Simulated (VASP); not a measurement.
## TePb: single point with revpbe exchange, lda correlation

The system is TePb.

```
Pb Te
1.0
     0.00000    3.29437    3.29437
     3.29437    0.00000    3.29437
     3.29437    3.29437    0.00000
Pb Te
1 1
Direct
  0.00000 0.00000 0.00000
  0.50000 0.50000 0.50000
```

```json
{"Program": "VASP 6.6.1", "Task": "single point", "Functional": "revpbe exchange, lda correlation", "Potentials or basis": "VASP PAW PBE potentials, release 64 (Pb_d, Te)", "Cutoff": "500 eV", "k mesh": "7 × 7 × 7", "Occupations": "gaussian, width 0.01 eV", "Spin": "no spin polarisation", "Dipole correction": "no", "Further INCAR settings": "ALGO = Normal; EDIFF = 1e-06; NBANDS = 17"}
```

```yaml
Pressure: 5.2 GPa
```

Levels at points of the mesh, in eV from the Fermi level:
```tsv
k point	band 7	band 8	band 9	band 10	band 11	band 12	band 13	band 14
(0.00, 0.00, 0.00)	-5.93	-1.17	-1.17	-1.17	3.95	3.95	3.95	6.25
```

It took 27 s on 1 thread of AMD EPYC 7R43 64-Core Processor (Zen 3) (shared host), peak memory 0.17 GiB.

Caveat: this odd mesh misses L, so gap, dielectric constants and Born charges aren't listed; the cell stands under pressure; the PAW data sets were made with another functional, which shifts forces and pressure a little; spin-orbit coupling is left out, which moves the levels of the heavy elements.
